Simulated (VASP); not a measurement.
# MoS2 in VASP: notebook

MoS2 is run at these levels: PBE; tasks: electric field gradients.

Program: VASP 6.6.1. These are calculated values, not measurements. Logs are shortened: lines on timing, memory, paths and dates and some standing lists are left out, and cuts for length are marked.

### Step 1. The cell of the first run

Symmetry: P6_3/mmc, No. 194, hexagonal system. Conventional cell: a = 3.203 Å, b = 3.203 Å, c = 12.457 Å, α = 90.00°, β = 90.00°, γ = 120.00°. Mo (site symmetry -6m2) has 6 S at 2.40 Å and 6 Mo at 3.20 Å within 3.3 Å. S (site symmetry 3m) has 3 Mo at 2.40 Å and 7 S at 3.05 to 3.20 Å within 3.3 Å.

### Step 2. Electric field gradients, PBE (18.44 Å³/atom)

The input, INCAR:

```
  PREC = Accurate
  ENCUT = 520
  EDIFF = 1E-8
  ISMEAR = -1
  SIGMA = 0.03
  LREAL = F
  LASPH = T
  NELM = 60
  ALGO = Normal
  ISIF = 2
  LWAVE = F
  LCHARG = F
  GGA = PE
  LEFG = T
  NBANDS = 35
```

The input, KPOINTS:

```
Automatic mesh
0
Gamma
  10 10 3
```

The input, POSCAR:

```
MoS2
1.0
    3.2025984982      0.0000000000      0.0000000000
   -1.6012992491      2.7735316575      0.0000000000
    0.0000000000      0.0000000000     12.4567948700
Mo S
2 4
Direct
    0.3333333333      0.6666666667      0.2500000000
    0.6666666667      0.3333333333      0.7500000000
    0.3333333333      0.6666666667      0.6275000000
    0.6666666667      0.3333333333      0.1275000000
    0.3333333333      0.6666666667      0.8725000000
    0.6666666667      0.3333333333      0.3725000000
```

Potentials or basis: VASP PAW PBE potentials, release 64 (Mo_sv, S).

The run is started by

```bash
> cat potpaw_PBE.64/Mo_sv/POTCAR potpaw_PBE.64/S/POTCAR > POTCAR
> mpirun -np 1 vasp_std > vasp.out
```

OUTCAR:

```text
PREC = Accurate
   ENCUT = 520
   EDIFF = 1E-8
   ISMEAR = -1
   LREAL = F
   LASPH = T
   NELM = 60
   ISIF = 2
   GGA = PE

 ion  position               nearest neighbor table
   1  0.333  0.667  0.250-   4 2.40   6 2.40   4 2.40   6 2.40   4 2.40   6 2.40
   2  0.667  0.333  0.750-   3 2.40   5 2.40   3 2.40   5 2.40   3 2.40   5 2.40
   3  0.333  0.667  0.627-   2 2.40   2 2.40   2 2.40
   4  0.667  0.333  0.127-   1 2.40   1 2.40   1 2.40
   5  0.333  0.667  0.873-   2 2.40   2 2.40   2 2.40
   6  0.667  0.333  0.373-   1 2.40   1 2.40   1 2.40

  LATTYP: Found a hexagonal cell.
 ALAT       =     3.2025984982
 C/A-ratio  =     3.8895899305

  Lattice vectors:

 A1 = (   3.2025984982,   0.0000000000,   0.0000000000)
 A2 = (  -1.6012992491,   2.7735316575,   0.0000000000)
 A3 = (   0.0000000000,   0.0000000000,  12.4567948700)

Analysis of symmetry for initial positions (statically):
=====================================================================
 Subroutine PRICEL returns:
 Original cell was already a primitive cell.

 Routine SETGRP: Setting up the symmetry group for a
 hexagonal supercell.

 Subroutine GETGRP returns: Found 24 space group operations
 (whereof 12 operations were pure point group operations)
 out of a pool of 24 trial point group operations.

The static configuration has the point symmetry D_3d.
 The point group associated with its full space group is D_6h.

Analysis of symmetry for dynamics (positions and initial velocities):
=====================================================================
 Subroutine PRICEL returns:
 Original cell was already a primitive cell.

 Routine SETGRP: Setting up the symmetry group for a
 hexagonal supercell.

 Subroutine GETGRP returns: Found 24 space group operations
 (whereof 12 operations were pure point group operations)
 out of a pool of 24 trial point group operations.

The dynamic configuration has the point symmetry D_3d.
 The point group associated with its full space group is D_6h.

 Subroutine INISYM returns: Found 24 space group operations
 (whereof 12 operations are pure point group operations),
 and found     1 'primitive' translations

[... 155 lines left out ...]
 Fermi energy:         7.5865007409

 k-point     1 :       0.0000    0.0000    0.0000
  band No.  band energies     occupation
      1     -54.4388      2.00000
      2     -54.4388      2.00000
      3     -28.5737      2.00000
      4     -28.5736      2.00000
      5     -28.4007      2.00000
      6     -28.4007      2.00000
[... 901 lines left out ...]
     34      10.8621      0.00000
     35      12.9571      0.00000

 [... further k-points ...]

------------------------ aborting loop because EDIFF is reached ----------------------------------------

  FORCE on cell =-STRESS in cart. coord.  units (eV):
  Direction    XX          YY          ZZ          XY          YZ          ZX
  --------------------------------------------------------------------------------------
  -------------------------------------------------------------------------------------
  Total        0.3472928      0.3472928      4.3059105      0.0000000      0.0000000      0.0000000
  in kB        5.0288001      5.0288001     62.3495957      0.0000000      0.0000000      0.0000000
  external PRESSURE =      24.1357319 kB  Pullay stress =       0.0000000 kB

 VOLUME and BASIS-vectors are now :
 -----------------------------------------------------------------------------
  energy-cutoff  :      520.00
  volume of cell :      110.65
      direct lattice vectors                 reciprocal lattice vectors
     3.202598498  0.000000000  0.000000000     0.312246446  0.180275570  0.000000000
    -1.601299249  2.773531657  0.000000000     0.000000000  0.360551140  0.000000000
     0.000000000  0.000000000 12.456794870     0.000000000  0.000000000  0.080277472

 POSITION                                       TOTAL-FORCE (eV/Angst)
 -----------------------------------------------------------------------------------
     -0.00000      1.84902      3.11420        -0.000000      0.000000     -0.000000
      1.60130      0.92451      9.34260         0.000000     -0.000000     -0.000000
     -0.00000      1.84902      7.81664         0.000000      0.000000     -0.502445
      1.60130      0.92451      1.58824        -0.000000     -0.000000     -0.502445
     -0.00000      1.84902     10.86855         0.000000      0.000000      0.502445
      1.60130      0.92451      4.64016         0.000000     -0.000000      0.502445
 -----------------------------------------------------------------------------------
    total drift:                                0.000000     -0.000000      0.000000

  FREE ENERGIE OF THE ION-ELECTRON SYSTEM (eV)
  ---------------------------------------------------
  free  energy   TOTEN  =       -43.6150365077 eV

  energy  without entropy=      -43.6150364933  energy(sigma->0) =      -43.61503650

 Electric field gradients (V/A^2)
---------------------------------------------------------------------
 ion       V_xx      V_yy      V_zz      V_xy      V_xz      V_yz
---------------------------------------------------------------------
   1      44.436    44.435   -88.871    -0.001    -0.000     0.000
   2      44.436    44.435   -88.871    -0.001     0.000    -0.000
   3      29.515    29.515   -59.030     0.001    -0.000     0.000
   4      29.515    29.515   -59.030     0.001     0.000    -0.000
   5      29.515    29.515   -59.030     0.001     0.000    -0.000
   6      29.515    29.515   -59.030     0.001    -0.000     0.000
---------------------------------------------------------------------

 Electric field gradients after diagonalization (V/A^2)
 (convention: |V_zz| > |V_xx| > |V_yy|)
----------------------------------------------------------------------
 ion       V_xx      V_yy      V_zz     asymmetry (V_yy - V_xx)/ V_zz
----------------------------------------------------------------------
   1      44.436    44.435   -88.871       0.000
   2      44.436    44.435   -88.871       0.000
   3      29.516    29.514   -59.030       0.000
   4      29.516    29.514   -59.030       0.000
   5      29.516    29.514   -59.030       0.000
   6      29.516    29.514   -59.030       0.000
----------------------------------------------------------------------

           NMR quadrupolar parameters

 Cq : quadrupolar parameter    Cq=e*Q*V_zz/h
 eta: asymmetry parameters     (V_yy - V_xx)/ V_zz
 Q  : nuclear electric quadrupole moment in mb (millibarn)
----------------------------------------------------------------------
 ion       Cq(MHz)       eta       Q (mb)
----------------------------------------------------------------------
   1      -0.215       0.000       1.000
   2      -0.215       0.000       1.000
   3      -0.143       0.000       1.000
   4      -0.143       0.000       1.000
   5      -0.143       0.000       1.000
   6      -0.143       0.000       1.000
----------------------------------------------------------------------
```

stdout:

```text
POSCAR found type information on POSCAR MoS
 POSCAR found :  2 types and       6 ions
 scaLAPACK will be used
 LDA part: xc-table for (Slater+PW92), standard interpolation
 POSCAR, INCAR and KPOINTS ok, starting setup
 FFT: planning ... GRIDC
 FFT: planning ... GRID_SOFT
 FFT: planning ... GRID
 WAVECAR not read
 entering main loop
ion   1

ion   2

ion   3

ion   4

ion   5

ion   6
```

Run time: 2.7 min. Hardware: 1 thread of Intel Xeon 8259CL, shared host; peak memory 0.27 GiB.

What came out:

```yaml
Free_energy: -43.6150 eV
Pressure: 2.4 GPa
Largest_force: 0.502 eV/Å
Band_gap_on_the_k_mesh: 0.87 eV (least direct gap 1.78 eV)
Largest_electric_field_gradient_by_atom: Mo -88.9; S -59.0 V/Å²
```

Forces on the atoms (eV/Å):
```
Mo   0.000  0.000  0.000
Mo   0.000  0.000  0.000
S    0.000  0.000 -0.502
S    0.000  0.000 -0.502
S    0.000  0.000  0.502
S    0.000  0.000  0.502
```

Electric field gradients, principal values (V/Å²):
```csv
atom,least,middle,greatest (by size)
1 Mo,44.435,44.436,-88.871
2 Mo,44.435,44.436,-88.871
3 S,29.514,29.516,-59.030
4 S,29.514,29.516,-59.030
5 S,29.514,29.516,-59.030
6 S,29.514,29.516,-59.030
```

Caveat: without QUAD_EFG the Cq values of the log hold for a quadrupole moment of 1 mb, not for the nuclei; an odd mesh through Γ misses points on the zone boundary, where band edges can lie; this functional lacks dispersion, which binds the layers, so the pressure and a relaxed spacing across them are unreliable.

### Step 3. Electric field gradients, PBE (equal xy, yz and zx shear strains of -1 %)

The input, INCAR:

```
SYSTEM = MoS2
ALGO = Normal ; EDIFF = 1E-8
ENCUT = 520 ; GGA = PE
ISIF = 2 ; ISMEAR = -1
LASPH = .TRUE. ; LCHARG = .FALSE.
LEFG = .TRUE. ; LREAL = .FALSE.
LWAVE = .FALSE. ; NBANDS = 35
NELM = 80 ; PREC = Accurate
SIGMA = 0.03
```

The input, KPOINTS:

```
k-points
0
G
  10 10 3
  0 0 0
```

Edit POSCAR of step 2 so:

```diff
@@ -2,5 +2,5 @@
 1.0
-    3.2025984982      0.0000000000      0.0000000000
-   -1.6012992491      2.7735316575      0.0000000000
-    0.0000000000      0.0000000000     12.4567948700
+    3.1610016016     -0.0158050080     -0.0158050080
+   -1.5941883392      2.7454101924     -0.0057850344
+   -0.0614750000     -0.0614750000     12.2950000000
 Mo S
```

Potentials or basis: VASP PAW PBE potentials, release 64 (Mo_sv, S).

The run is started by

```bash
> cat potpaw_PBE.64/Mo_sv/POTCAR potpaw_PBE.64/S/POTCAR > POTCAR
> mpirun -np 1 vasp_std > vasp.out
```

OUTCAR:

```text
SYSTEM = MoS2
   EDIFF = 1E-8
   ENCUT = 520
   GGA = PE
   ISIF = 2
   ISMEAR = -1
   LASPH = .TRUE.
   LREAL = .FALSE.
   NELM = 80
   PREC = Accurate

 ion  position               nearest neighbor table
   1  0.333  0.667  0.250-   4 2.34   6 2.35   6 2.37   6 2.38   4 2.38   4 2.38
   2  0.667  0.333  0.750-   5 2.34   3 2.35   3 2.37   3 2.38   5 2.38   5 2.38
   3  0.333  0.667  0.627-   2 2.35   2 2.37   2 2.38
   4  0.667  0.333  0.127-   1 2.34   1 2.38   1 2.38
   5  0.333  0.667  0.873-   2 2.34   2 2.38   2 2.38
   6  0.667  0.333  0.373-   1 2.35   1 2.37   1 2.38

  LATTYP: Found a triclinic cell.
 ALAT       =     3.1473980352
 B/A-ratio  =     1.0043472704
 C/A-ratio  =     3.9064990299
 COS(alpha) =     0.0099745013
 COS(beta)  =     0.0136846555
 COS(gamma) =     0.4934979113

  Lattice vectors:

 A1 = (   1.5668132624,   2.7296051844,  -0.0215900424)
 A2 = (   3.1610016016,  -0.0158050080,  -0.0158050080)
 A3 = (   0.0614750000,   0.0614750000, -12.2950000000)

Analysis of symmetry for initial positions (statically):
=====================================================================
 Subroutine PRICEL returns:
 Original cell was already a primitive cell.

 Routine SETGRP: Setting up the symmetry group for a
 triclinic supercell.

 Subroutine GETGRP returns: Found  2 space group operations
 (whereof  2 operations were pure point group operations)
 out of a pool of  2 trial point group operations.

The static configuration has the point symmetry S_2 .

Analysis of symmetry for dynamics (positions and initial velocities):
=====================================================================
 Subroutine PRICEL returns:
 Original cell was already a primitive cell.

 Routine SETGRP: Setting up the symmetry group for a
 triclinic supercell.

 Subroutine GETGRP returns: Found  2 space group operations
 (whereof  2 operations were pure point group operations)
 out of a pool of  2 trial point group operations.

The dynamic configuration has the point symmetry S_2 .

 Subroutine INISYM returns: Found  2 space group operations
 (whereof  2 operations are pure point group operations),
 and found     1 'primitive' translations

----------------------------------------------------------------------------------------

                                     Primitive cell

  volume of cell :     106.3839

  direct lattice vectors                    reciprocal lattice vectors
     3.161001602 -0.015805008 -0.015805008     0.317289196  0.184246873  0.002507680
    -1.594188339  2.745410192 -0.005785034     0.001835749  0.365314135  0.001835749
    -0.061475000 -0.061475000 12.295000000     0.000408733  0.000408733  0.081337963

  length of vectors
     3.161080626  3.174704246 12.295307371     0.366913658  0.365323360  0.081340017

  position of ions in fractional coordinates (direct lattice)
     0.333333333  0.666666667  0.250000000
     0.666666667  0.333333333  0.750000000
     0.333333333  0.666666667  0.627500000
     0.666666667  0.333333333  0.127500000
[... 106 lines left out ...]
  Thomas-Fermi vector in A             =   2.421471
   LORBIT       =      0    0 simple, 1 ext, 2 COOP (PROOUT), +10 PAW based schemes
   GGA     = PE    functional components
   LHFCALC =     F    Hartree Fock is set to
   AEXX    =    0.0000 exact exchange contribution
   IVDW    =     0    specifies the selected vdW correction
   LEPSILON=     F    determine dielectric tensor
   LRPA    =     F    only Hartree local field effects (RPA)
 non-spin polarized calculation
  energy-cutoff  :      520.00
  volume of cell :      106.38
 maximum number of plane-waves:      2887
   NGX = 11   NGY = 11   NGZ = 45

 number of electron      51.9999999 magnetization

 Free energy of the ion-electron system (eV)
  ---------------------------------------------------
  ext. energy  EPLUGINS =         0.00000000
  ---------------------------------------------------
  free energy    TOTEN  =       -43.45450911 eV

  energy without entropy =      -43.45450910  energy(sigma->0) =      -43.45450910

 E-fermi :   8.1316     XC(G=0): -10.7816

 val. band max:        7.7375059984   @ k =   0.0000   0.0000   0.0000
 cond. band min:       8.6031629896   @ k =   0.3000   0.4000  -0.0000
 fundamental gap:      0.8656569912
 Fermi energy:         8.1316251085

 k-point     1 :       0.0000    0.0000    0.0000
  band No.  band energies     occupation
      1     -53.9093      2.00000
      2     -53.9093      2.00000
      3     -28.0839      2.00000
      4     -28.0838      2.00000
      5     -27.8760      2.00000
      6     -27.8760      2.00000
[... 901 lines left out ...]
     34      11.3514      0.00000
     35      15.6415      0.00000

 [... further k-points ...]

------------------------ aborting loop because EDIFF is reached ----------------------------------------

  FORCE on cell =-STRESS in cart. coord.  units (eV):
  Direction    XX          YY          ZZ          XY          YZ          ZX
  --------------------------------------------------------------------------------------
  -------------------------------------------------------------------------------------
  Total        4.3694795      4.3748331      8.7397887      0.6038823      1.0284690      1.0285971
  in kB       65.8058300     65.8864569    131.6241570      9.0946712     15.4890889     15.4910188
  external PRESSURE =      87.7721480 kB  Pullay stress =       0.0000000 kB

 VOLUME and BASIS-vectors are now :
 -----------------------------------------------------------------------------
  energy-cutoff  :      520.00
  volume of cell :      106.38
      direct lattice vectors                 reciprocal lattice vectors
     3.161001602 -0.015805008 -0.015805008     0.317289196  0.184246873  0.002507680
    -1.594188339  2.745410192 -0.005785034     0.001835749  0.365314135  0.001835749
    -0.061475000 -0.061475000 12.295000000     0.000408733  0.000408733  0.081337963

 POSITION                                       TOTAL-FORCE (eV/Angst)
 -----------------------------------------------------------------------------------
     -0.02449      1.80964      3.06462         0.098270      0.001681      0.008272
      1.52983      0.85849      9.20878        -0.098270     -0.001681     -0.008272
     -0.04770      1.78643      7.70599        -0.115261     -0.164509     -1.199038
      1.56810      0.89676      1.55515        -0.215427     -0.166197     -1.207513
     -0.06276      1.77137     10.71826         0.215427      0.166197      1.207513
      1.55304      0.88170      4.56742         0.115261      0.164509      1.199038
 -----------------------------------------------------------------------------------
    total drift:                                0.000000     -0.000000     -0.000000

  FREE ENERGIE OF THE ION-ELECTRON SYSTEM (eV)
  ---------------------------------------------------
  free  energy   TOTEN  =       -43.4545091098 eV

  energy  without entropy=      -43.4545090969  energy(sigma->0) =      -43.45450910

 Electric field gradients (V/A^2)
---------------------------------------------------------------------
 ion       V_xx      V_yy      V_zz      V_xy      V_xz      V_yz
---------------------------------------------------------------------
   1      46.736    46.625   -93.360    -5.218    -8.844    -8.844
   2      46.736    46.625   -93.360    -5.218    -8.844    -8.844
   3      32.011    29.868   -61.879     0.891    -1.495    -2.263
   4      29.862    32.064   -61.926    -1.281    -3.045    -2.276
   5      29.862    32.064   -61.926    -1.281    -3.045    -2.276
   6      32.011    29.868   -61.879     0.891    -1.495    -2.263
---------------------------------------------------------------------

 Electric field gradients after diagonalization (V/A^2)
 (convention: |V_zz| > |V_xx| > |V_yy|)
----------------------------------------------------------------------
 ion       V_xx      V_yy      V_zz     asymmetry (V_yy - V_xx)/ V_zz
----------------------------------------------------------------------
   1      51.898    42.613   -94.511       0.098
   2      51.898    42.613   -94.511       0.098
   3      32.384    29.574   -61.958       0.045
   4      32.659    29.424   -62.084       0.052
   5      32.659    29.424   -62.084       0.052
   6      32.384    29.574   -61.958       0.045
----------------------------------------------------------------------

           NMR quadrupolar parameters

 Cq : quadrupolar parameter    Cq=e*Q*V_zz/h
 eta: asymmetry parameters     (V_yy - V_xx)/ V_zz
 Q  : nuclear electric quadrupole moment in mb (millibarn)
----------------------------------------------------------------------
 ion       Cq(MHz)       eta       Q (mb)
----------------------------------------------------------------------
   1      -0.229       0.098       1.000
   2      -0.229       0.098       1.000
   3      -0.150       0.045       1.000
   4      -0.150       0.052       1.000
   5      -0.150       0.052       1.000
   6      -0.150       0.045       1.000
----------------------------------------------------------------------
```

Wall time 9.6 min (1 thread of Oxide Virtual Turin-like, shared host); peak memory 0.5 GiB.

Results:

```yaml
Free_energy: -43.4545 eV
Pressure: 8.8 GPa
Largest_force: 1.238 eV/Å
Band_gap_on_the_k_mesh: 0.87 eV (least direct gap 1.85 eV)
Largest_electric_field_gradient_by_atom: Mo -94.5; S -62.0, -62.1 (each value once) V/Å²
```

Forces on the atoms (eV/Å):
```
Mo   0.098  0.002  0.008
Mo  -0.098 -0.002 -0.008
S   -0.115 -0.165 -1.199
S   -0.215 -0.166 -1.208
S    0.215  0.166  1.208
S    0.115  0.165  1.199
```

Stress tensor (GPa, compression positive):
```
 6.58  0.91  1.55
 0.91  6.59  1.55
 1.55  1.55 13.16
```

Electric field gradients, principal values (V/Å²):
```tsv
atom	least	middle	greatest (by size)
1 Mo	42.613	51.898	-94.511
2 Mo	42.613	51.898	-94.511
3 S	29.574	32.384	-61.958
4 S	29.424	32.659	-62.084
5 S	29.424	32.659	-62.084
6 S	29.574	32.384	-61.958
```

Caveat: the cell differs from its parent crystal (equal xy, yz and zx shear strains of -1 %); the cell stands under pressure; without QUAD_EFG the Cq values of the log hold for a quadrupole moment of 1 mb, not for the nuclei; an odd mesh through Γ misses points on the zone boundary, where band edges can lie; forces of over 1 eV/Å act on the atoms, so gaps and moduli don't describe the material at rest.
